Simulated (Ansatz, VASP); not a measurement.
**Two plane-wave programs on FeSi**

```
CELL_PARAMETERS angstrom
4.01858 0.00000 0.00000
0.00000 4.01858 0.00000
0.00000 0.00000 4.01858
ATOMIC_POSITIONS crystal
Fe 0.14316 0.14316 0.14316
Fe 0.35684 0.85684 0.64316
Fe 0.64316 0.35684 0.85684
Fe 0.85684 0.64316 0.35684
Si 0.84390 0.84390 0.84390
Si 0.65610 0.15610 0.34390
Si 0.34390 0.65610 0.15610
Si 0.15610 0.34390 0.65610
```

Alike in both runs: task relaxation of the atoms; functional PBEsol; k mesh 8 × 8 × 8; occupations gaussian, width 0.05 eV; no spin polarisation.

```csv
,VASP,Ansatz
version,VASP 6.6.1,Ansatz 0.2.0
potentials or method,"VASP PAW PBE potentials, release 64 (Fe, Si), cutoff 520 eV","scalar-relativistic, plane waves, PAW"
valence electrons in the cell,48,80
```

```csv
,VASP,Ansatz,Ansatz less VASP
"gap on the k mesh at the Fermi level, each at its own relaxed structure (eV)",0.13,0.13,+0.004
```

VASP's potentials were made for PBE, not for PBEsol. VASP's potentials hold 48 valence electrons a cell and Ansatz's 80, so a difference there can come from the potentials and not from the codes. Ansatz's warnings: stress scf threshold loose.
